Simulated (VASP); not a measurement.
# YRh5 in VASP: single point with LDA

Aim: the single point of YRh5 with LDA.

Everything below comes from runs of VASP 6.6.1. Logs are shortened: lines on timing, memory, paths and dates and some standing lists are left out, and cuts for length are marked.

**1. The cell of the first run**

The typed cell holds 6 atoms: a = 5.090 Å, b = 5.090 Å, c = 4.243 Å, α = 90.00°, β = 90.00°, γ = 60.00°.

**2. Single point, LDA**

POSCAR

```
YRh5
1.0
    2.5449443300      4.4079682700      0.0000000000
   -2.5449443300      4.4079682700      0.0000000000
    0.0000000000      0.0000000000      4.2433149500
Rh Y
5 1
Direct
    0.5000000000      0.5000000000      0.5000000000
    0.5000000000      0.0000000000      0.5000000000
    0.0000000000      0.5000000000      0.5000000000
    0.3333000000      0.3334000000      0.0000000000
    0.6666000000      0.6667000000      0.0000000000
    0.0000000000      0.0000000000      0.0000000000
```

INCAR.step1

```
PREC = Accurate
ENCUT = 520
EDIFF = 1E-7
ISMEAR = 1
SIGMA = 0.0583
LREAL = False
LASPH = True
NELM = 100
ALGO = Normal
ISIF = 2
LWAVE = False
LCHARG = True
LMAXMIX = 4
NBANDS = 52
```

KPOINTS.step1

```
Automatic mesh
0
Gamma
  6 6 6
```

INCAR.step2

```
PREC = Accurate
ENCUT = 520
EDIFF = 1E-7
ISMEAR = -5
SIGMA = 0.0583
LREAL = False
LASPH = True
NELM = 100
ALGO = Normal
ISIF = 2
LWAVE = False
LCHARG = False
LMAXMIX = 4
LORBIT = 11
NEDOS = 1001
ICHARG = 11
```

KPOINTS.step2

```
Automatic mesh
0
Gamma
  9 9 9
```

Potentials or basis: VASP PAW LDA potentials, release 64 (Rh_pv, Y_sv).

The run is started by

```console
$ cat potpaw_LDA.64/Rh_pv/POTCAR potpaw_LDA.64/Y_sv/POTCAR > POTCAR
$ cp INCAR.step1 INCAR
$ cp KPOINTS.step1 KPOINTS
$ mpirun -np 1 vasp_std > vasp.out
$ cp INCAR.step2 INCAR
$ cp KPOINTS.step2 KPOINTS
$ mpirun -np 1 vasp_std > vasp.out
```

OUTCAR:

```text
PREC = Accurate
   ENCUT = 520
   EDIFF = 1E-7
   ISMEAR = -5
   LREAL = False
   LASPH = True
   NELM = 100
   ISIF = 2
   LORBIT = 11
   ICHARG = 11

 ion  position               nearest neighbor table
   1  0.500  0.500  0.500-   2 2.54   3 2.54   2 2.54   3 2.54   4 2.58   5 2.58   4 2.58   5 2.58
                             6 3.31   6 3.31   6 3.31   6 3.31
   2  0.500  0.000  0.500-   1 2.54   1 2.54   3 2.54   3 2.54   5 2.58   5 2.58   4 2.58   4 2.58
                             6 3.31   6 3.31   6 3.31   6 3.31
   3  0.000  0.500  0.500-   1 2.54   1 2.54   2 2.54   2 2.54   4 2.58   4 2.58   5 2.58   5 2.58
                             6 3.31   6 3.31   6 3.31   6 3.31
   4  0.333  0.333  0.000-   1 2.58   1 2.58   3 2.58   3 2.58   2 2.58   2 2.58   5 2.94   6 2.94
                             6 2.94   5 2.94   5 2.94   6 2.94
   5  0.667  0.667  0.000-   1 2.58   1 2.58   2 2.58   2 2.58   3 2.58   3 2.58   4 2.94   6 2.94
                             6 2.94   4 2.94   4 2.94   6 2.94
   6  0.000  0.000  0.000-   5 2.94   4 2.94   5 2.94   4 2.94   5 2.94   4 2.94   2 3.31   3 3.31
                             3 3.31   2 3.31   3 3.31   2 3.31   3 3.31   2 3.31   1 3.31   1 3.31

  LATTYP: Found a hexagonal cell.
 ALAT       =     5.0898846659
 C/A-ratio  =     0.8336760513

  Lattice vectors:

 A1 = (   2.5449443300,  -4.4079682700,   0.0000000000)
 A2 = (   2.5449443300,   4.4079682700,   0.0000000000)
 A3 = (   0.0000000000,   0.0000000000,   4.2433149500)

Analysis of symmetry for initial positions (statically):
=====================================================================
 Subroutine PRICEL returns:
 Original cell was already a primitive cell.

 Routine SETGRP: Setting up the symmetry group for a
 hexagonal supercell.

 Subroutine GETGRP returns: Found  4 space group operations
 (whereof  4 operations were pure point group operations)
 out of a pool of 24 trial point group operations.

The static configuration has the point symmetry C_2v.

Analysis of symmetry for dynamics (positions and initial velocities):
=====================================================================
 Subroutine PRICEL returns:
 Original cell was already a primitive cell.

 Routine SETGRP: Setting up the symmetry group for a
 hexagonal supercell.

 Subroutine GETGRP returns: Found  4 space group operations
 (whereof  4 operations were pure point group operations)
 out of a pool of 24 trial point group operations.

The dynamic configuration has the point symmetry C_2v.

 Subroutine INISYM returns: Found  4 space group operations
 (whereof  4 operations are pure point group operations),
 and found     1 'primitive' translations

----------------------------------------------------------------------------------------

                                     Primitive cell

  volume of cell :      95.2033

  direct lattice vectors                    reciprocal lattice vectors
     2.544944330  4.407968270  0.000000000     0.196467952  0.113430944  0.000000000
    -2.544944330  4.407968270  0.000000000    -0.196467952  0.113430944  0.000000000
     0.000000000  0.000000000  4.243314950     0.000000000  0.000000000  0.235664807

  length of vectors
     5.089884666  5.089884666  4.243314950     0.226861709  0.226861709  0.235664807

  position of ions in fractional coordinates (direct lattice)
     0.500000000  0.500000000  0.500000000
     0.500000000  0.000000000  0.500000000
     0.000000000  0.500000000  0.500000000
     0.333300000  0.333400000  0.000000000
     0.666600000  0.666700000  0.000000000
     0.000000000  0.000000000  0.000000000

  ion indices of the primitive-cell ions
   primitive index   ion index
                 1           1
                 2           2
                 3           3
                 4           4
                 5           5
                 6           6

----------------------------------------------------------------------------------------

 KPOINTS: Automatic mesh

Automatic generation of k-mesh.
 Grid dimensions read from file:
 generate k-points for:    9    9    9

 Generating k-lattice:

  Cartesian coordinates                     Fractional coordinates (reciprocal lattice)
     0.021829772  0.012603438  0.000000000     0.111111111 -0.000000000  0.000000000
    -0.021829772  0.012603438  0.000000000    -0.000000000  0.111111111  0.000000000
     0.000000000  0.000000000  0.026184979     0.000000000  0.000000000  0.111111111

  Length of vectors
     0.025206857  0.025206857  0.026184979

  Shift w.r.t. Gamma in fractional coordinates (k-lattice)
     0.000000000  0.000000000  0.000000000

 TETIRR: Found   1097 inequivalent tetrahedra from     4374

 Subroutine IBZKPT returns following result:
 ===========================================

 Found    125 irreducible k-points:

 Following reciprocal coordinates:
            Coordinates               Weight
  0.000000  0.000000  0.000000      1.000000
  0.111111  0.000000  0.000000      4.000000
  0.111111  0.111111  0.000000      2.000000
  0.222222 -0.000000  0.000000      4.000000
  0.222222  0.222222  0.000000      2.000000
  0.333333 -0.000000  0.000000      4.000000
[... 16 lines left out ...]
  0.333333 -0.444444  0.000000      4.000000
 -0.222222  0.333333  0.000000      4.000000
 [... further k-points ...]
   k-points           NKPTS =    125   k-points in BZ     NKDIM =    125   number of bands    NBANDS=     51
   number of dos      NEDOS =   1001   number of ions     NIONS =      6
   total plane-waves  NPLWV =  51200
   dimension x,y,z NGX =    40 NGY =   40 NGZ =   32
   dimension x,y,z NGXF=    80 NGYF=   80 NGZF=   64
   ions per type =               5   1
   NGX,Y,Z   is equivalent  to a cutoff of  13.06, 13.06, 12.54 a.u.
   NGXF,Y,Z  is equivalent  to a cutoff of  26.13, 26.13, 25.07 a.u.
 SYSTEM =  unknown system
   PREC   = accura    normal or accurate (medium, high low for compatibility)
   ISTART =      0    job   : 0-new  1-cont  2-samecut
   ICHARG =     11    charge: 1-file 2-atom 10-const
   ISPIN  =      1    spin polarized calculation?
   LNONCOLLINEAR =      F non collinear calculations
   LSORBIT =      F    spin-orbit coupling
   LASPH  =      T    aspherical Exc in radial PAW
   ENCUT  =  520.0 eV  38.22 Ry    6.18 a.u.   9.46  9.46  7.89*2*pi/ulx,y,z
   NELM   =    100;   NELMIN=  2; NELMDL=  0     # of ELM steps
   EDIFF  = 0.1E-06   stopping-criterion for ELM
   LREAL  =      F    real-space projection
   EDIFFG = 0.1E-05   stopping-criterion for IOM
   NSW    =      0    number of steps for IOM
   IBRION =     -1    ionic relax: 0-MD 1-quasi-New 2-CG
   NFREE  =      0    steps in history (QN), initial steepest desc. (CG)
   ISIF   =      2    stress and relaxation
   ISYM   =      2    0-nonsym 1-usesym 2-fastsym
   POTIM  = 0.5000    time-step for ionic-motion
   TEBEG  =    0.0;   TEEND  =   0.0 temperature during run
   PSTRESS=    0.0 pullay stress
   NELECT =      86.0000    total number of electrons
   NUPDOWN=      -1.0000    fix difference up-down
   EMIN   =  10.00;   EMAX   =-10.00  energy-range for DOS
   EFERMI =   0.00;   METHOD = LEGACY
   ISMEAR =    -5;   SIGMA  =   0.06  broadening in eV -4-tet -1-fermi 0-gaus
   EFERMI_NEDOS =   21; number of points for ismear=-14 and -15
   IALGO  =     38    algorithm
   IMIX   =      4    mixing-type and parameters
     AMIX     =   0.40;   BMIX     =  1.00
     AMIX_MAG =   1.60;   BMIX_MAG =  1.00
  volume/ion in A,a.u.               =      15.87       107.08
  Fermi-wavevector in a.u.,A,eV,Ry     =   1.582548  2.990583 34.075236  2.504459
  Thomas-Fermi vector in A             =   2.682455
   LORBIT       =     11    0 simple, 1 ext, 2 COOP (PROOUT), +10 PAW based schemes
   GGA     = CA    functional components
   LHFCALC =     F    Hartree Fock is set to
   AEXX    =    0.0000 exact exchange contribution
   IVDW    =     0    specifies the selected vdW correction
   LEPSILON=     F    determine dielectric tensor
   LRPA    =     F    only Hartree local field effects (RPA)
 non-spin polarized calculation
 Fermi weights with tetrahedron method with Bloechl corrections
  energy-cutoff  :      520.00
  volume of cell :       95.20
 maximum number of plane-waves:      2607
 NGX is ok and might be reduce to    40

 number of electron      85.9999992 magnetization

 Free energy of the ion-electron system (eV)
  ---------------------------------------------------
  ext. energy  EPLUGINS =         0.00000000
  ---------------------------------------------------
  free energy    TOTEN  =       -51.94104458 eV

  energy without entropy =      -51.94104458  energy(sigma->0) =      -51.94104458

 E-fermi :   9.2134     XC(G=0): -13.2345

 val. band max:        9.2841278802   @ k =   0.2222  -0.0000   0.0000
 cond. band min:       9.1718518406   @ k =   0.3333   0.3333   0.2222
 fundamental gap:     -0.1122760396
 Fermi energy:         9.2133955932

 k-point     1 :       0.0000    0.0000    0.0000
  band No.  band energies     occupation
      1     -37.6723      2.00000
      2     -37.4842      2.00000
      3     -37.1004      2.00000
      4     -37.1004      2.00000
      5     -36.9749      2.00000
      6     -36.9747      2.00000
[... 43 lines left out ...]
     50      12.5208      0.00000
     51      13.1242      0.00000

 k-point     2 :       0.1111    0.0000    0.0000
  band No.  band energies     occupation
      1     -37.6525      2.00000
      2     -37.4765      2.00000
      3     -37.1041      2.00000
      4     -37.0887      2.00000
      5     -37.0384      2.00000
      6     -36.9748      2.00000
[... 43 lines left out ...]
     50      13.3565      0.00000
     51      13.4461      0.00000

 k-point     3 :       0.1111    0.1111    0.0000
  band No.  band energies     occupation
      1     -37.6525      2.00000
      2     -37.4764      2.00000
      3     -37.1041      2.00000
      4     -37.0887      2.00000
      5     -37.0386      2.00000
      6     -36.9747      2.00000
[... 43 lines left out ...]
     50      13.3541      0.00000
     51      13.4132      0.00000
[... 1027 lines left out ...]
 k-point    23 :       0.3333   -0.4444    0.0000
  band No.  band energies     occupation
      1     -37.3994      2.00000
      2     -37.3612      2.00000
      3     -37.2726      2.00000
      4     -37.2329      2.00000
      5     -36.9748      2.00000
      6     -36.9425      2.00000
[... 43 lines left out ...]
     50      13.0855      0.00000
     51      13.1592      0.00000

 k-point    24 :      -0.2222    0.3333    0.0000
  band No.  band energies     occupation
      1     -37.3996      2.00000
      2     -37.3613      2.00000
      3     -37.2723      2.00000
      4     -37.2327      2.00000
      5     -36.9749      2.00000
      6     -36.9425      2.00000
[... 43 lines left out ...]
     50      13.0833      0.00000
     51      13.1494      0.00000

 [... further k-points ...]

------------------------ aborting loop because EDIFF is reached ----------------------------------------

  FORCE on cell =-STRESS in cart. coord.  units (eV):
  Direction    XX          YY          ZZ          XY          YZ          ZX
  --------------------------------------------------------------------------------------
  -------------------------------------------------------------------------------------
  Total        2.3387811      2.3663472     -0.3054977      0.0000000      0.0000000      0.0000000
  in kB       39.3593712     39.8232815     -5.1412235      0.0000000      0.0000000      0.0000000
  external PRESSURE =      24.6804764 kB  Pullay stress =       0.0000000 kB

 VOLUME and BASIS-vectors are now :
 -----------------------------------------------------------------------------
  energy-cutoff  :      520.00
  volume of cell :       95.20
      direct lattice vectors                 reciprocal lattice vectors
     2.544944330  4.407968270  0.000000000     0.196467952  0.113430944  0.000000000
    -2.544944330  4.407968270  0.000000000    -0.196467952  0.113430944  0.000000000
     0.000000000  0.000000000  4.243314950     0.000000000  0.000000000  0.235664807

 POSITION                                       TOTAL-FORCE (eV/Angst)
 -----------------------------------------------------------------------------------
      0.00000      4.40797      2.12166        -0.000113      0.000000      0.000000
      1.27247      2.20398      2.12166        -0.000955      0.000488      0.000000
     -1.27247      2.20398      2.12166        -0.000955     -0.000488      0.000000
     -0.00025      2.93879      0.00000         0.001685      0.003668      0.000000
     -0.00025      5.87714      0.00000         0.001685     -0.003668      0.000000
      0.00000      0.00000      0.00000        -0.001347      0.000000      0.000000
 -----------------------------------------------------------------------------------
    total drift:                               -0.000016      0.000000     -0.000000

  FREE ENERGIE OF THE ION-ELECTRON SYSTEM (eV)
  ---------------------------------------------------
  free  energy   TOTEN  =       -51.9410445767 eV

  energy  without entropy=      -51.9410445767  energy(sigma->0) =      -51.94104458

 total charge

# of ion       s       p       d       f       tot
--------------------------------------------------
    1        0.472   6.301   7.147   0.000  13.920
    2        0.472   6.301   7.147   0.000  13.920
    3        0.472   6.301   7.147   0.000  13.920
    4        0.441   6.279   7.226   0.000  13.946
    5        0.441   6.279   7.226   0.000  13.946
    6        2.210   6.395   0.970   0.057   9.632
--------------------------------------------------
tot          4.507  37.856  36.864   0.057  79.285
```

It took 9.2 min on 1 thread of Intel Xeon Platinum 8488C (Sapphire Rapids), shared host; peak memory 0.55 GiB.

Results:

| Item | Value |
| --- | --- |
| Valence electrons inside the program's atomic spheres | Rh 13.92, 13.95 (each value once); Y 9.63 |

Caveat: tetrahedron occupations give inexact forces and stress in metals.
